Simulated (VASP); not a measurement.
Runs of VASP 6.6.1 on MgI2. The structure is trigonal, space group R3m (No. 160). Conventional cell: a = 4.055 Å, b = 4.055 Å, c = 21.766 Å, α = 90.00°, β = 90.00°, γ = 120.00°. Within 4.1 Å of Mg (site symmetry 3m) lie 6 I at 2.98 Å and 6 Mg at 4.05 Å. Within 4.1 Å of I (site symmetry 3m) lie 3 Mg at 2.98 Å and 7 I at 3.68 to 4.05 Å. Within 4.1 Å of I (site symmetry 3m) lie 3 Mg at 2.98 Å and 7 I at 3.68 to 4.05 Å. 

```tsv
level	cutoff (eV)	smearing	gap on the mesh (eV)	pressure (GPa)	largest force (eV/Å)
PBEsol	600	fermi-dirac 0.001 eV	2.65	-0.4	0.07
r2SCAN	660	gaussian 0.01 eV	(a)	0.5	0.05
PBEsol	600	gaussian 0.2 eV	2.65	-0.4	0.07
PBEsol	600	gaussian 0.01 eV	2.65	-0.4	0.07
```

Alike in all rows: task single point; potentials or basis VASP PAW PBE potentials, release 64 (Mg, I); no spin polarisation; cell as given; k mesh 6 × 6 × 6.

**Question.** Estimate the missing entries.

**Answer.** (a) 3.26.

Caveats: the PAW data sets were made with another functional, which shifts forces and pressure a little; spin-orbit coupling is left out, which moves the levels of the heavy elements.

A k mesh can miss the band edges, and the runs leave out spin-orbit coupling on I.
